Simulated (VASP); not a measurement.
# Al (P6_3/mmc) in VASP: a series of runs, part 2 of 2

VASP 6.6.1.

### 4 Single point, PBEsol

This run uses another cell than the first one, of 16.05 Å³/atom, 1.063 times its volume.

INCAR

```
PREC     = Accurate       # precision mode
ENCUT    = 520            # plane-wave cutoff, eV
EDIFF    = 1E-6           # SCF threshold, eV
ISMEAR   = -1             # smearing method
SIGMA    = 0.1            # smearing width, eV
LREAL    = False          # projectors in reciprocal space
LASPH    = True           # aspherical terms in the spheres
NELM     = 100            # most SCF steps
ALGO     = Normal         # electronic algorithm
ISIF     = 2              # what is computed and relaxed
LWAVE    = False          # write WAVECAR
LCHARG   = False          # write CHGCAR
GGA      = PS             # functional
NBANDS   = 14             # bands
```

KPOINTS

```
Automatic mesh
0
Gamma
  9 9 3
```

POSCAR

```
Al
1.0
    2.8364693514      0.0000000000      0.0000000000
   -1.4182351774      2.4564550166      0.0000000000
    0.0000000000      0.0000000000      9.2165114734
Al
4
Direct
    0.0000000000      0.0000000000      0.0000000000
    0.3333333333      0.6666666667      0.2500000000
    0.0000000000      0.0000000000      0.5000000000
    0.6666666667      0.3333333333      0.7500000000
```

Potentials or basis: VASP PAW PBE potentials, release 64 (Al).

Launch:

```sh
cat potpaw_PBE.64/Al/POTCAR > POTCAR
mpirun -np 1 vasp_std > vasp.out
```

OUTCAR:

```text
PREC = Accurate
   ENCUT = 520
   EDIFF = 1E-6
   ISMEAR = -1
   LREAL = False
   LASPH = True
   NELM = 100
   ISIF = 2
   GGA = PS

 ion  position               nearest neighbor table
   1  0.000  0.000  0.000-   4 2.83   2 2.83   4 2.83   2 2.83   4 2.83   2 2.83
   2  0.333  0.667  0.250-   1 2.83   3 2.83   1 2.83   3 2.83   1 2.83   3 2.83
   3  0.000  0.000  0.500-   4 2.83   2 2.83   4 2.83   2 2.83   4 2.83   2 2.83
   4  0.667  0.333  0.750-   1 2.83   3 2.83   1 2.83   3 2.83   1 2.83   3 2.83

  LATTYP: Found a hexagonal cell.
 ALAT       =     2.8364693514
 C/A-ratio  =     3.2492899910

  Lattice vectors:

 A1 = (   2.8364693514,   0.0000000000,   0.0000000000)
 A2 = (  -1.4182351774,   2.4564550166,   0.0000000000)
 A3 = (   0.0000000000,   0.0000000000,   9.2165114734)

Analysis of symmetry for initial positions (statically):
=====================================================================
 Subroutine PRICEL returns:
 Original cell was already a primitive cell.

 Routine SETGRP: Setting up the symmetry group for a
 hexagonal supercell.

 Subroutine GETGRP returns: Found 24 space group operations
[... 188 lines left out ...]
     10      19.1871      0.00000
     11      19.1872      0.00000
     12      20.1546      0.00000
     13      20.1598      0.00000
     14      20.3423      0.00000
[... 377 lines left out ...]
      1       4.9195      2.00000
      2       5.0604      2.00000
      3       5.0604      2.00000
      4       5.3905      2.00000
      5       5.5818      2.00000
      6       5.5818      2.00000
      7       7.7106      1.97498
      8       7.7106      1.97497
      9       8.0140      1.58338
     10       9.4752      0.00000
     11       9.7974      0.00000
     12       9.7974      0.00000
     13      13.7877      0.00000
     14      13.7877      0.00000

------------------------ aborting loop because EDIFF is reached ----------------------------------------

  FORCE on cell =-STRESS in cart. coord.  units (eV):
  Direction    XX          YY          ZZ          XY          YZ          ZX
  --------------------------------------------------------------------------------------
  -------------------------------------------------------------------------------------
  Total       -0.0274723     -0.0274723      1.0935099      0.0000000     -0.0000000      0.0000000
  in kB       -0.6854132     -0.6854135     27.2822272      0.0000001     -0.0000000      0.0000000
  external PRESSURE =       8.6371335 kB  Pullay stress =       0.0000000 kB

 VOLUME and BASIS-vectors are now :
 -----------------------------------------------------------------------------
  energy-cutoff  :      520.00
  volume of cell :       64.22
      direct lattice vectors                 reciprocal lattice vectors
     2.836469351  0.000000000  0.000000000     0.352550963  0.203545424  0.000000000
    -1.418235177  2.456455017  0.000000000     0.000000000  0.407090703  0.000000000
     0.000000000  0.000000000  9.216511473     0.000000000  0.000000000  0.108500923

 POSITION                                       TOTAL-FORCE (eV/Angst)
 -----------------------------------------------------------------------------------
      0.00000      0.00000      0.00000        -0.000000      0.000000      0.000000
     -0.00000      1.63764      2.30413         0.000000      0.000000     -0.000000
      0.00000      0.00000      4.60826        -0.000000      0.000000      0.000000
      1.41823      0.81882      6.91238        -0.000000     -0.000000      0.000000
 -----------------------------------------------------------------------------------
    total drift:                               -0.000000      0.000000      0.000000

  FREE ENERGIE OF THE ION-ELECTRON SYSTEM (eV)
  ---------------------------------------------------
  free  energy   TOTEN  =       -16.3272912818 eV

  energy  without entropy=      -16.2699024837  energy(sigma->0) =      -16.29859688
```

OSZICAR:

```text
N       E                     dE             d eps       ncg     rms          rms(c)
DAV:   1     0.406175350811E+01    0.40618E+01   -0.40572E+03   672   0.653E+02
DAV:   2    -0.158016384092E+02   -0.19863E+02   -0.18555E+02   884   0.877E+01
DAV:   3    -0.164427276456E+02   -0.64109E+00   -0.63714E+00   888   0.128E+01
DAV:   4    -0.164467373149E+02   -0.40097E-02   -0.40092E-02   852   0.133E+00
DAV:   5    -0.164467865489E+02   -0.49234E-04   -0.49235E-04   874   0.147E-01    0.287E+00
DAV:   6    -0.163752802943E+02    0.71506E-01   -0.80750E-03   832   0.449E-01    0.163E+00
DAV:   7    -0.163280038251E+02    0.47276E-01   -0.18518E-02   786   0.655E-01    0.249E-01
DAV:   8    -0.163273000835E+02    0.70374E-03   -0.44714E-04   954   0.106E-01    0.353E-02
DAV:   9    -0.163272917782E+02    0.83053E-05   -0.15975E-05   844   0.195E-02    0.781E-03
DAV:  10    -0.163272912818E+02    0.49640E-06   -0.50345E-07   660   0.431E-03
   1 F= -.16327291E+02 E0= -.16298597E+02  d E =-.573888E-01
```

It took 28 s on 1 thread of AMD EPYC 7R43 (Zen 3), shared host; peak memory 0.15 GiB.

What came out:

```yaml
Free_energy: -16.3273 eV
Pressure: 0.9 GPa
Band_gap_on_the_k_mesh: zero (band 6 reaches 12.26 eV, above the bottom of band 7 at 6.87 eV)
```

Caveat: the PAW data sets were made with another functional, which shifts forces and pressure a little.

### 5 Overview

```tsv
cell	gap on the mesh (eV)	pressure (GPa)
a = 2.779, b = 2.779, c = 9.030 Å, angles 90.0, 90.0, 120.0°, 4 atoms	none	6.9
a = 2.808, b = 2.808, c = 9.124 Å, angles 90.0, 90.0, 120.0°, 4 atoms	none	3.6
a = 2.836, b = 2.836, c = 9.217 Å, angles 90.0, 90.0, 120.0°, 4 atoms	none	0.9
```

Alike in all rows: task single point; level PBEsol; potentials or basis VASP PAW PBE potentials, release 64 (Al); no spin polarisation; k mesh 9 × 9 × 3; cutoff (eV) 520; smearing fermi-dirac 0.1 eV.

Caveats: the PAW data sets were made with another functional, which shifts forces and pressure a little.

Absolute energies hang on the potentials; compare differences alone.
